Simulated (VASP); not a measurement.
Input of a VASP 6.6.1 run:

File INCAR:

```
SYSTEM = Pt
PREC = Accurate ; ENCUT = 600
EDIFF = 1E-6 ; ISMEAR = 0
SIGMA = 0.1 ; LREAL = .FALSE.
LASPH = .TRUE. ; NELM = 80
ALGO = Fast ; ISIF = 3
LWAVE = .FALSE. ; LCHARG = .FALSE.
GGA = CA ; IBRION = 2
NSW = 100 ; EDIFFG = -0.005
```

File KPOINTS:

```
regular mesh
0
G
  18 18 18
  0 0 0
```

POSCAR

```
Pt
1.0
    0.0000000000      1.9579000000      1.9579000000
    1.9579000000      0.0000000000      1.9579000000
    1.9579000000      1.9579000000      0.0000000000
Pt
1
Direct
    0.0000000000      0.0000000000      0.0000000000
```

Potentials or basis: VASP PAW LDA potentials, release 64 (Pt).

The run is started by

```sh
$ cat potpaw_LDA.64/Pt/POTCAR > POTCAR
$ mpirun -np 1 vasp_std > vasp.out
```

**Question.** Estimate the relaxed volume.

**Answer.** 14.80 Å³/atom.

**Question.** What does it give for the space group after relaxing (to 0.05 Å)?

**Answer.** Fm-3m (No. 225).

**Question.** Predict the relaxed cell.

**Answer.** a = 2.756 Å, b = 2.756 Å, c = 2.756 Å, α = 60.00°, β = 60.00°, γ = 60.00°.

Final structure:
```
Pt
1.0
     0.00000    1.94868    1.94868
     1.94868    0.00000    1.94868
     1.94868    1.94868    0.00000
Pt
1
Direct
  0.00000 0.00000 0.00000
```

 LDA usually gives volumes a few per cent too small.
